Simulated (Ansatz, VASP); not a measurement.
## Te in VASP and in Ansatz

```
Te
1.0
     0.00000    3.59343    3.59343
     3.59343    0.00000    3.59343
     3.59343    3.59343    0.00000
Te
2
Direct
  0.12500 0.12500 0.12500
  0.87500 0.87500 0.87500
```

Alike in both runs: functional PBE; k mesh 8 × 8 × 8; occupations fermi-dirac, width 0.1 eV; no spin polarisation.

Ansatz relaxed the structure, and its values are those at the end. VASP's run is a single point on that final structure, the one shown.

```csv
,VASP,Ansatz
version,VASP 6.6.1,Ansatz 0.2.0
potentials or method,"VASP PAW PBE potentials, release 64 (Te), cutoff 500 eV","plane waves (420 eV) with PAW, scalar-relativistic"
valence electrons in the cell,12,32
```

```csv
,VASP,Ansatz,Ansatz less VASP
pressure (GPa),0.0,0.0,+0.02
```

With one functional, cell and mesh, what is left measures potentials, basis and numerics. VASP's potentials hold 12 valence electrons a cell and Ansatz's 32, so a difference there can come from the potentials and not from the codes.

Spin-orbit coupling is off throughout.
